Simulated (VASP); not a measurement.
# NaCl (Fm-3m) in VASP: a series of runs

Runs on NaCl. Level: r2SCAN. Tasks: single point.

Everything below comes from runs of VASP 6.6.1. Logs are shortened: lines on timing, memory, paths and dates and some standing lists are left out, and cuts for length are marked.

## (1) The cell of the first run

The structure is cubic, space group Fm-3m (No. 225). The conventional cell has a = 5.493 Å, b = 5.493 Å, c = 5.493 Å, α = 90.00°, β = 90.00°, γ = 90.00°. Within 3.6 Å of Na (site symmetry m-3m) lie 6 Cl at 2.75 Å. Within 3.6 Å of Cl (site symmetry m-3m) lie 6 Na at 2.75 Å.

## (2) Single point, r2SCAN (20.72 Å³/atom)

File POSCAR:

```
NaCl
1.0
    0.0000000000      2.7467404298      2.7467404298
    2.7467404298      0.0000000000      2.7467404298
    2.7467404298      2.7467404298      0.0000000000
Na Cl
1 1
Direct
    0.0000000000      0.0000000000      0.0000000000
    0.5000000000      0.5000000000      0.5000000000
```

File INCAR.step1:

```
SYSTEM = NaCl
PREC     = Accurate       ! precision mode
ENCUT    = 520            ! plane-wave cutoff, eV
ISMEAR   = 0              ! smearing method
SIGMA    = 0.02           ! smearing width, eV
LREAL    = .FALSE.        ! projectors in reciprocal space
LASPH    = .TRUE.         ! aspherical terms in the spheres
NELM     = 60             ! most SCF steps
NBANDS   = 14             ! bands
GGA      = PE             ! functional
ALGO     = Normal         ! electronic algorithm
EDIFF    = 1E-4           ! SCF threshold, eV
LWAVE    = .TRUE.         ! write WAVECAR
LCHARG   = .FALSE.        ! write CHGCAR
```

File INCAR.step2:

```
SYSTEM = NaCl
PREC     = Accurate       ! precision mode
ENCUT    = 520            ! plane-wave cutoff, eV
EDIFF    = 1E-6           ! SCF threshold, eV
ISMEAR   = 0              ! smearing method
SIGMA    = 0.02           ! smearing width, eV
LREAL    = .FALSE.        ! projectors in reciprocal space
LASPH    = .TRUE.         ! aspherical terms in the spheres
NELM     = 60             ! most SCF steps
ALGO     = Normal         ! electronic algorithm
ISIF     = 2              ! what is computed and relaxed
LWAVE    = .FALSE.        ! write WAVECAR
LCHARG   = .TRUE.         ! write CHGCAR
METAGGA  = R2SCAN         ! meta-GGA
LMIXTAU  = .TRUE.       
LELF     = .TRUE.         ! ELF
LVHAR    = .TRUE.       
NBANDS   = 14             ! bands
ISTART   = 1
```

File KPOINTS:

```
regular mesh
0
G
  8 8 8
  0 0 0
```

Potentials or basis: VASP PAW PBE potentials, release 64 (Na_pv, Cl).

Started as:

```bash
cat potpaw_PBE.64/Na_pv/POTCAR potpaw_PBE.64/Cl/POTCAR > POTCAR
cp INCAR.step1 INCAR
mpirun -np 1 vasp_std > vasp.out
cp INCAR.step2 INCAR
mpirun -np 1 vasp_std > vasp.out
```

OUTCAR:

```text
SYSTEM = NaCl
   PREC = Accurate
   ENCUT = 520
   EDIFF = 1E-6
   ISMEAR = 0
   LREAL = .FALSE.
   LASPH = .TRUE.
   NELM = 60
   ISIF = 2
   METAGGA = R2SCAN
   ISTART = 1

 ion  position               nearest neighbor table
   1  0.000  0.000  0.000-
   2  0.500  0.500  0.500-

  LATTYP: Found a face centered cubic cell.
 ALAT       =     5.4934808596

  Lattice vectors:

 A1 = (   0.0000000000,   2.7467404298,   2.7467404298)
 A2 = (   2.7467404298,   0.0000000000,   2.7467404298)
 A3 = (   2.7467404298,   2.7467404298,   0.0000000000)

Analysis of symmetry for initial positions (statically):
=====================================================================
 Subroutine PRICEL returns:
 Original cell was already a primitive cell.

 Routine SETGRP: Setting up the symmetry group for a
 face centered cubic supercell.

 Subroutine GETGRP returns: Found 48 space group operations
 (whereof 48 operations were pure point group operations)
 out of a pool of 48 trial point group operations.

The static configuration has the point symmetry O_h .

Analysis of symmetry for dynamics (positions and initial velocities):
=====================================================================
 Subroutine PRICEL returns:
 Original cell was already a primitive cell.

 Routine SETGRP: Setting up the symmetry group for a
 face centered cubic supercell.

 Subroutine GETGRP returns: Found 48 space group operations
 (whereof 48 operations were pure point group operations)
 out of a pool of 48 trial point group operations.

The dynamic configuration has the point symmetry O_h .

 Subroutine INISYM returns: Found 48 space group operations
 (whereof 48 operations are pure point group operations),
 and found     1 'primitive' translations

----------------------------------------------------------------------------------------

                                     Primitive cell

  volume of cell :      41.4460

  direct lattice vectors                    reciprocal lattice vectors
     0.000000000  2.746740430  2.746740430    -0.182033946  0.182033946  0.182033946
     2.746740430  0.000000000  2.746740430     0.182033946 -0.182033946  0.182033946
     2.746740430  2.746740430  0.000000000     0.182033946  0.182033946 -0.182033946

  length of vectors
     3.884477568  3.884477568  3.884477568     0.315292044  0.315292044  0.315292044

  position of ions in fractional coordinates (direct lattice)
     0.000000000  0.000000000  0.000000000
     0.500000000  0.500000000  0.500000000

  ion indices of the primitive-cell ions
   primitive index   ion index
                 1           1
                 2           2

----------------------------------------------------------------------------------------

 KPOINTS: regular mesh

Automatic generation of k-mesh.
 Grid dimensions read from file:
 generate k-points for:    8    8    8

 Generating k-lattice:

  Cartesian coordinates                     Fractional coordinates (reciprocal lattice)
    -0.022754243  0.022754243  0.022754243     0.125000000  0.000000000  0.000000000
     0.022754243 -0.022754243  0.022754243     0.000000000  0.125000000  0.000000000
     0.022754243  0.022754243 -0.022754243     0.000000000  0.000000000  0.125000000

  Length of vectors
     0.039411505  0.039411505  0.039411505

  Shift w.r.t. Gamma in fractional coordinates (k-lattice)
     0.000000000  0.000000000  0.000000000

 Subroutine IBZKPT returns following result:
 ===========================================

 Found     29 irreducible k-points:

 Following reciprocal coordinates:
            Coordinates               Weight
  0.000000  0.000000  0.000000      1.000000
  0.125000  0.000000  0.000000      8.000000
  0.250000  0.000000  0.000000      8.000000
  0.375000  0.000000  0.000000      8.000000
  0.500000  0.000000  0.000000      4.000000
  0.125000  0.125000  0.000000      6.000000
[... 16 lines left out ...]
  0.500000  0.250000  0.125000     48.000000
 -0.375000  0.250000  0.125000     24.000000
 [... further k-points ...]
   k-points           NKPTS =     29   k-points in BZ     NKDIM =     29   number of bands    NBANDS=     14
   number of dos      NEDOS =    301   number of ions     NIONS =      2
   total plane-waves  NPLWV =  27000
   dimension x,y,z NGX =    30 NGY =   30 NGZ =   30
   dimension x,y,z NGXF=    60 NGYF=   60 NGZF=   60
   ions per type =               1   1
   NGX,Y,Z   is equivalent  to a cutoff of  12.84, 12.84, 12.84 a.u.
   NGXF,Y,Z  is equivalent  to a cutoff of  25.68, 25.68, 25.68 a.u.
 SYSTEM =  NaCl
   PREC   = accura    normal or accurate (medium, high low for compatibility)
   ISTART =      1    job   : 0-new  1-cont  2-samecut
   ICHARG =      0    charge: 1-file 2-atom 10-const
   ISPIN  =      1    spin polarized calculation?
   LNONCOLLINEAR =      F non collinear calculations
   LSORBIT =      F    spin-orbit coupling
   LASPH  =      T    aspherical Exc in radial PAW
   ENCUT  =  520.0 eV  38.22 Ry    6.18 a.u.   7.22  7.22  7.22*2*pi/ulx,y,z
   NELM   =     60;   NELMIN=  2; NELMDL=  0     # of ELM steps
   EDIFF  = 0.1E-05   stopping-criterion for ELM
   LREAL  =      F    real-space projection
   EDIFFG = 0.1E-04   stopping-criterion for IOM
   NSW    =      0    number of steps for IOM
   IBRION =     -1    ionic relax: 0-MD 1-quasi-New 2-CG
   NFREE  =      0    steps in history (QN), initial steepest desc. (CG)
   ISIF   =      2    stress and relaxation
   ISYM   =      2    0-nonsym 1-usesym 2-fastsym
   POTIM  = 0.5000    time-step for ionic-motion
   TEBEG  =    0.0;   TEEND  =   0.0 temperature during run
   PSTRESS=    0.0 pullay stress
   NELECT =      14.0000    total number of electrons
   NUPDOWN=      -1.0000    fix difference up-down
   EMIN   =  10.00;   EMAX   =-10.00  energy-range for DOS
   EFERMI =   0.00;   METHOD = LEGACY
   ISMEAR =     0;   SIGMA  =   0.02  broadening in eV -4-tet -1-fermi 0-gaus
   EFERMI_NEDOS =   21; number of points for ismear=-14 and -15
   IALGO  =     38    algorithm
   IMIX   =      4    mixing-type and parameters
     AMIX     =   0.40;   BMIX     =  1.00
     AMIX_MAG =   1.60;   BMIX_MAG =  1.00
  volume/ion in A,a.u.               =      20.72       139.85
  Fermi-wavevector in a.u.,A,eV,Ry     =   1.140136  2.154544 17.686342  1.299909
  Thomas-Fermi vector in A             =   2.276838
   LORBIT       =      0    0 simple, 1 ext, 2 COOP (PROOUT), +10 PAW based schemes
   METAGGA = R2SCAN    functional components
   LHFCALC =     F    Hartree Fock is set to
   AEXX    =    0.0000 exact exchange contribution
   IVDW    =     0    specifies the selected vdW correction
   LEPSILON=     F    determine dielectric tensor
   LRPA    =     F    only Hartree local field effects (RPA)
 non-spin polarized calculation
 Gauss-broadening in eV      SIGMA  =   0.02
  energy-cutoff  :      520.00
  volume of cell :       41.45
 maximum number of plane-waves:      1139
 NGX is ok and might be reduce to    30
   NGX = 15   NGY = 15   NGZ = 15

 number of electron      14.0000004 magnetization

 Free energy of the ion-electron system (eV)
  ---------------------------------------------------
  ext. energy  EPLUGINS =         0.00000000
  ---------------------------------------------------
  free energy    TOTEN  =       -13.77780989 eV

  energy without entropy =      -13.77780989  energy(sigma->0) =      -13.77780989

 E-fermi :  -0.5108     XC(G=0):  -9.0175

 val. band max:       -0.6832729687   @ k =   0.0000   0.0000   0.0000
 cond. band min:       5.5847304325   @ k =   0.0000   0.0000   0.0000
 fundamental gap:      6.2680034012
 Fermi energy:        -0.5107691750

 k-point     1 :       0.0000    0.0000    0.0000
  band No.  band energies     occupation
      1     -22.0702      2.00000
      2     -22.0698      2.00000
      3     -22.0698      2.00000
      4     -14.1004      2.00000
      5      -0.6833      2.00000
      6      -0.6833      2.00000
      7      -0.6833      2.00000
      8       5.5847      0.00000
      9      11.1430      0.00000
     10      11.1430      0.00000
     11      11.1430      0.00000
     12      13.4972      0.00000
     13      13.4972      0.00000
     14      15.2659      0.00000

 k-point     2 :       0.1250    0.0000    0.0000
  band No.  band energies     occupation
      1     -22.0761      2.00000
      2     -22.0705      2.00000
      3     -22.0702      2.00000
      4     -14.0408      2.00000
      5      -1.0878      2.00000
      6      -0.7341      2.00000
      7      -0.7341      2.00000
      8       6.1052      0.00000
      9      10.6180      0.00000
     10      11.3733      0.00000
     11      11.3733      0.00000
     12      13.3060      0.00000
     13      13.3061      0.00000
     14      16.3486      0.00000

 k-point     3 :       0.2500    0.0000    0.0000
  band No.  band energies     occupation
      1     -22.0908      2.00000
      2     -22.0714      2.00000
      3     -22.0711      2.00000
      4     -13.8922      2.00000
      5      -1.9061      2.00000
      6      -0.8528      2.00000
      7      -0.8528      2.00000
      8       7.0480      0.00000
      9      10.2346      0.00000
     10      11.5926      0.00000
     11      11.5929      0.00000
     12      13.5692      0.00000
     13      13.5693      0.00000
     14      16.6868      0.00000
[... 324 lines left out ...]
 k-point    23 :       0.5000    0.2500    0.1250
  band No.  band energies     occupation
      1     -22.0998      2.00000
      2     -22.0800      2.00000
      3     -22.0743      2.00000
      4     -13.6807      2.00000
      5      -2.4200      2.00000
      6      -1.4817      2.00000
      7      -1.1142      2.00000
      8       8.5284      0.00000
      9       9.9247      0.00000
     10      10.3092      0.00000
     11      12.3891      0.00000
     12      14.2177      0.00000
     13      16.8992      0.00000
     14      17.1835      0.00000

 k-point    24 :      -0.3750    0.2500    0.1250
  band No.  band energies     occupation
      1     -22.1027      2.00000
      2     -22.0806      2.00000
      3     -22.0754      2.00000
      4     -13.6317      2.00000
      5      -2.5575      2.00000
      6      -1.5735      2.00000
      7      -1.1751      2.00000
      8       8.5419      0.00000
      9      10.0470      0.00000
     10      10.7411      0.00000
     11      12.1961      0.00000
     12      14.9293      0.00000
     13      16.4645      0.00000
     14      17.3194      0.00000

 [... further k-points ...]

------------------------ aborting loop because EDIFF is reached ----------------------------------------

  FORCE on cell =-STRESS in cart. coord.  units (eV):
  Direction    XX          YY          ZZ          XY          YZ          ZX
  --------------------------------------------------------------------------------------
  -------------------------------------------------------------------------------------
  Total        0.4349770      0.4349770      0.4349770     -0.0000000     -0.0000000      0.0000000
  in kB       16.8148908     16.8148908     16.8148908     -0.0000000     -0.0000000      0.0000000
  external PRESSURE =      16.8148908 kB  Pullay stress =       0.0000000 kB

 VOLUME and BASIS-vectors are now :
 -----------------------------------------------------------------------------
  energy-cutoff  :      520.00
  volume of cell :       41.45
      direct lattice vectors                 reciprocal lattice vectors
     0.000000000  2.746740430  2.746740430    -0.182033946  0.182033946  0.182033946
     2.746740430  0.000000000  2.746740430     0.182033946 -0.182033946  0.182033946
     2.746740430  2.746740430  0.000000000     0.182033946  0.182033946 -0.182033946

 POSITION                                       TOTAL-FORCE (eV/Angst)
 -----------------------------------------------------------------------------------
      0.00000      0.00000      0.00000         0.000000      0.000000      0.000000
      2.74674      2.74674      2.74674         0.000000     -0.000000      0.000000
 -----------------------------------------------------------------------------------
    total drift:                               -0.000000      0.000000      0.000000

  FREE ENERGIE OF THE ION-ELECTRON SYSTEM (eV)
  ---------------------------------------------------
  free  energy   TOTEN  =       -13.7778098925 eV

  energy  without entropy=      -13.7778098925  energy(sigma->0) =      -13.77780989
```

It took 33 s on 1 thread of Intel Xeon 6975P-C (Granite Rapids), shared host; peak memory 0.17 GiB.

Results:

| Property | Result |
| --- | --- |
| Free energy | -13.7778 eV |
| Pressure | 1.7 GPa |
| Band gap on the k mesh | 6.27 eV |

Caveat: the PAW data sets were made with another functional, which shifts forces and pressure a little.

## (3) Single point, r2SCAN (21.38 Å³/atom)

This run uses another cell than the first one, of 21.38 Å³/atom.

File POSCAR:

```
NaCl
1.0
    0.0000000000      2.7756556118      2.7756556118
    2.7756556118      0.0000000000      2.7756556118
    2.7756556118      2.7756556118      0.0000000000
Na Cl
1 1
Direct
    0.0000000000      0.0000000000      0.0000000000
    0.5000000000      0.5000000000      0.5000000000
```

File INCAR.step1:

```
SYSTEM = NaCl
  ALGO = Normal
  EDIFF = 1E-4
  ENCUT = 520
  GGA = PE
  ISMEAR = 0
  LASPH = .TRUE.
  LCHARG = .FALSE.
  LREAL = .FALSE.
  LWAVE = .TRUE.
  NBANDS = 14
  NELM = 60
  PREC = Accurate
  SIGMA = 0.02
```

File INCAR.step2:

```
SYSTEM = NaCl
  ALGO = Normal
  EDIFF = 1E-7
  ENCUT = 520
  ISIF = 2
  ISMEAR = 0
  ISTART = 1
  LASPH = .TRUE.
  LCHARG = .FALSE.
  LMIXTAU = .TRUE.
  LREAL = .FALSE.
  LWAVE = .FALSE.
  METAGGA = R2SCAN
  NBANDS = 14
  NELM = 60
  PREC = Accurate
  SIGMA = 0.02
```

File KPOINTS:

```
k-points
0
G
  8 8 8
  0 0 0
```

Potentials or basis: VASP PAW PBE potentials, release 64 (Na_pv, Cl).

Started as:

```bash
cat potpaw_PBE.64/Na_pv/POTCAR potpaw_PBE.64/Cl/POTCAR > POTCAR
cp INCAR.step1 INCAR
mpirun -np 1 vasp_std > vasp.out
cp INCAR.step2 INCAR
mpirun -np 1 vasp_std > vasp.out
```

It took 39 s on 1 thread of Intel Xeon 6975P-C (Granite Rapids), shared host; peak memory 0.16 GiB.

It converged, with:

```yaml
Free_energy: -13.7878 eV
Pressure: 0.7 GPa
Band_gap_on_the_k_mesh: 6.12 eV
```

Levels at points of the mesh, in eV from the valence-band top:
| k point | band 3 | band 4 | band 5 | band 6 | band 7 | band 8 | band 9 | band 10 | band 11 | band 12 |
| --- | --- | --- | --- | --- | --- | --- | --- | --- | --- | --- |
| (0.00, 0.00, 0.00) | -21.44 | -13.34 | 0.00 | 0.00 | 0.00 | 6.12 | 11.80 | 11.80 | 11.80 | 14.11 |
| (0.50, 0.00, 0.00) | -21.44 | -12.94 | -2.07 | -0.31 | -0.31 | 8.03 | 11.88 | 11.88 | 12.02 | 16.32 |
| (0.50, 0.50, 0.00) | -21.44 | -12.89 | -1.81 | -0.66 | -0.66 | 8.57 | 8.58 | 12.57 | 16.22 | 16.37 |

Caveat: the PAW data sets were made with another functional, which shifts forces and pressure a little.

(Continued in part 2 of 2.)
